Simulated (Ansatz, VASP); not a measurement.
## As: VASP beside Ansatz

```
As
1.0
     0.00000    3.01576    3.01576
     3.01576    0.00000    3.01576
     3.01576    3.01576    0.00000
As
2
Direct
  0.50000 0.50000 0.50000
  0.75000 0.75000 0.75000
```

Alike in both runs: functional PBEsol; k mesh 6 × 6 × 6; occupations gaussian, width 0.1 eV; no spin polarisation.

Ansatz relaxed the structure, and its values are those at the end. VASP's run is a single point on that final structure, the one shown.

|  | VASP | Ansatz |
| --- | --- | --- |
| version | VASP 6.6.1 | Ansatz 0.2.0 |
| potentials or method | VASP PAW PBE potentials, release 64 (As), cutoff 520 eV | scalar-relativistic, plane waves, PAW |
| valence electrons in the cell | 10 | 30 |

|  | VASP | Ansatz | Ansatz less VASP |
| --- | --- | --- | --- |
| gap on the k mesh at the Fermi level (eV) | none | none | - |
| pressure (GPa) | 0.3 | 0.1 | -0.22 |

VASP's potentials were made for PBE, not for PBEsol. A gap of «none» marks a metal or a gap that the smearing closes. VASP's potentials hold 10 valence electrons a cell and Ansatz's 30, so a difference there can come from the potentials and not from the codes.
